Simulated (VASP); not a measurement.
Input of a VASP 6.6.1 run:

Contents of INCAR:

```
SYSTEM = AlN
ALGO     = Normal         ! electronic algorithm
EDIFF    = 1E-6           ! SCF threshold, eV
EDIFFG   = -0.002         ! ionic threshold
ENCUT    = 600            ! plane-wave cutoff, eV
GGA      = PS             ! functional
IBRION   = 2              ! ionic algorithm
ISIF     = 3              ! what is computed and relaxed
ISMEAR   = 0              ! smearing method
LASPH    = .True.         ! aspherical terms in the spheres
LCHARG   = .False.        ! write CHGCAR
LREAL    = .False.        ! projectors in reciprocal space
LWAVE    = .False.        ! write WAVECAR
NELM     = 100            ! most SCF steps
NSW      = 100            ! ionic steps
PREC     = Accurate       ! precision mode
PSTRESS  = 150.0        
SIGMA    = 0.01           ! smearing width, eV
```

KPOINTS

```
k-points
0
Gamma
  10 10 10
  0 0 0
```

The input POSCAR:

```
AlN
1.0
    0.0000000000      2.1886811988      2.1886811988
    2.1886811988      0.0000000000      2.1886811988
    2.1886811988      2.1886811988      0.0000000000
Al N
1 1
Direct
    0.0000000000      0.0000000000      0.0000000000
    0.2500000000      0.2500000000      0.2500000000
```

Potentials or basis: VASP PAW PBE potentials, release 64 (Al, N).

Launch:

```console
$ cat potpaw_PBE.64/Al/POTCAR potpaw_PBE.64/N/POTCAR > POTCAR
$ mpirun -np 1 vasp_std > vasp.out
```

Q: What does it give for the relaxed volume?

A: 9.82 Å³/atom.

Q: Estimate the space group after relaxing (to 0.05 Å).

A: F-43m (No. 216).

Final structure:
```xyz
2
Lattice="0.0000 2.1411 2.1411 2.1411 0.0000 2.1411 2.1411 2.1411 0.0000" Properties=species:S:1:pos:R:3 pbc="T T T"
Al    4.2823    2.1411    2.1411
N     1.0706    1.0706    1.0706
```

Caveat: the cell is relaxed towards a set pressure, so the enthalpy falls and the energy may rise; the PAW data sets were made with another functional, which shifts forces and pressure a little.
